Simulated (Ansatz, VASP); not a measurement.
**One calculation of Si2Mo, two programs**

Contents of INCAR:

```
SYSTEM = Si2Mo
PREC = Accurate
ENCUT = 520
EDIFF = 1E-7
ISMEAR = -1
SIGMA = 0.15
LREAL = .FALSE.
LASPH = .TRUE.
NELM = 80
ALGO = Normal
ISIF = 2
LWAVE = .FALSE.
LCHARG = .FALSE.
GGA = RP
NBANDS = 18
```

Contents of KPOINTS:

```
regular mesh
0
G
  13 13 13
  0 0 0
```

File POSCAR:

```
Si2Mo
1.0
    4.5352870000      0.0000000000      0.0000000000
    2.2774364590      3.9220034864      0.0000000000
   -3.4063619166     -1.9610018509      2.2627413476
Si Mo
2 1
Direct
    0.3330000000      0.3330000000      0.0000000000
    0.6670000000      0.6670000000      0.0000000000
    0.0000000000      0.0000000000      0.0000000000
```

Input for Ansatz:

```yaml
crystal:
  lattice:
    - [4.535287, 0.0, 0.0]
    - [2.2774364590122658, 3.9220034864251043, 0.0]
    - [-3.406361916604491, -1.961001850922841, 2.262741347603118]
  atoms:
    - { symbol: Si, position: [0.333, 0.333, 0.0] }
    - { symbol: Si, position: [0.6670000000000001, 0.667, 0.0] }
    - { symbol: Mo, position: [0.0, 0.0, 0.0] }
basis:
  ecutwfc: 571.4391111657479
kpoints:
  mp_grid:
    grid: [13, 13, 13]
hamiltonian:
  xc: rpbe
scf:
  occupations:
    method: fermi_dirac
    width: 0.15
output:
  stress: true
```

Alike in both runs: task single point; functional RPBE; k mesh 13 × 13 × 13; occupations fermi-dirac, width 0.15 eV; no spin polarisation.

|  | VASP | Ansatz |
| --- | --- | --- |
| version | VASP 6.6.1 | Ansatz 0.2.0 |
| potentials or method | VASP PAW PBE potentials, release 64 (Si, Mo_sv), cutoff 520 eV | plane waves, PAW |
| valence electrons in the cell | 22 | 22 |

Ansatz gave:

| Property | Result |
| --- | --- |
| pressure (GPa) | 5.0 |
| traceless stress, the component that is largest in VASP (GPa) | -0.30 |

Question: What did VASP give for the same quantities?

Answer: Pressure (GPa): 4.8; traceless stress, the component that is largest in VASP (GPa): -0.33.

VASP's potentials were made for PBE, not for RPBE.
